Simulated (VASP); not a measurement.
Runs of VASP 6.6.1 on AlRu. The structure is that of space group Pm-3m (No. 221), or close to it. The cells are those of the table. 

| task | cell | k mesh | cutoff (eV) | gap on the mesh (eV) | pressure (GPa) |
| --- | --- | --- | --- | --- | --- |
| relaxation of cell and atoms | relaxed to 50 GPa from a = 2.823 Å, 2 atoms | 14 × 14 × 14 | 600 | none | 49.9 |
| relaxation of cell and atoms | relaxed to 12 GPa from a = 2.933 Å, 2 atoms | 14 × 14 × 14 | 600 | none | 12.0 |
| single point | a = 3.027, b = 2.971, c = 2.971 Å, 2 atoms | 18 × 18 × 18 | 520 | none | (a) |
| relaxation of cell and atoms | relaxed to 25 GPa from a = 2.889 Å, 2 atoms | 14 × 14 × 14 | 600 | none | 24.9 |
| single point | a = 3.027, b = 2.969, c = 2.969 Å, 2 atoms | 18 × 18 × 18 | 520 | none | -1.1 |

Alike in all rows: level r2SCAN; potentials or basis VASP PAW PBE potentials, release 64 (Al, Ru_pv); no spin polarisation; smearing gaussian 0.1 eV.

Problem. Fill in the values left out.

Solution. (a) -1.5.

Caveats: the PAW data sets were made with another functional, which shifts forces and pressure a little; the cell is relaxed towards a set pressure, so the run minimises the enthalpy, not the energy (at least some runs).

A k mesh can miss the band edges, and the runs leave out spin-orbit coupling on Ru.

A gap of «none» marks levels without a gap at the run's occupations.
